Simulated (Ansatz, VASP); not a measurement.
**SiC in VASP and in Ansatz**

```
CELL_PARAMETERS angstrom
2.17204 2.17204 0.00000
-2.17204 2.17204 0.00000
0.00000 2.17204 2.17204
ATOMIC_POSITIONS crystal
Si 0.00000 0.00000 0.00000
C 0.75000 0.25000 0.50000
```

Alike in both runs: task single point; functional PBEsol; k mesh 10 × 10 × 10; no spin polarisation.

|  | VASP | Ansatz |
| --- | --- | --- |
| version | VASP 6.6.1 | Ansatz 0.2.0 |
| potentials or method | VASP PAW PBE potentials, release 64 (Si, C), cutoff 520 eV | all-electron LAPW, scalar-relativistic |
| occupations | gaussian, width 0.01 eV | fixed |

VASP gave:

- gap on the k mesh at the Fermi level (eV): 1.22
- pressure (GPa): 2.3

Q: What did Ansatz give for the same quantities?

A: gap on the k mesh at the Fermi level (eV): 1.24; pressure (GPa): 1.9.

VASP's potentials were made for PBE, not for PBEsol. Ansatz ran all-electron here, and VASP with PAW potentials.
